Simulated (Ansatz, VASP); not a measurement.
**One calculation of PbSe, two programs**

```
Pb Se
1.0
     0.00000    3.42320    3.42320
     3.42320    0.00000    3.42320
     3.42320    3.42320    0.00000
Pb Se
1 1
Direct
  0.00000 0.00000 0.00000
  0.25000 0.25000 0.25000
```

Alike in both runs: task single point; functional PBEsol; k mesh 4 × 4 × 4; no spin polarisation.

```csv
,VASP,Ansatz
version,VASP 6.6.1,Ansatz 0.2.0
potentials or method,"VASP PAW PBE potentials, release 64 (Pb_d, Se)","plane waves, PAW"
plane-wave cutoff (eV),520,420
occupations,"gaussian, width 0.01 eV",fixed
valence electrons in the cell,20,30
```

VASP gave:

| Item | Value |
| --- | --- |
| gap on the k mesh at the Fermi level (eV) | 0.54 |
| pressure (GPa) | -1.0 |

Which values does Ansatz return?

gap on the k mesh at the Fermi level (eV): 0.54; pressure (GPa): -0.9.

VASP's potentials were made for PBE, not for PBEsol. VASP's potentials hold 20 valence electrons a cell and Ansatz's 30, so a difference there can come from the potentials and not from the codes.

Spin-orbit coupling is off throughout.
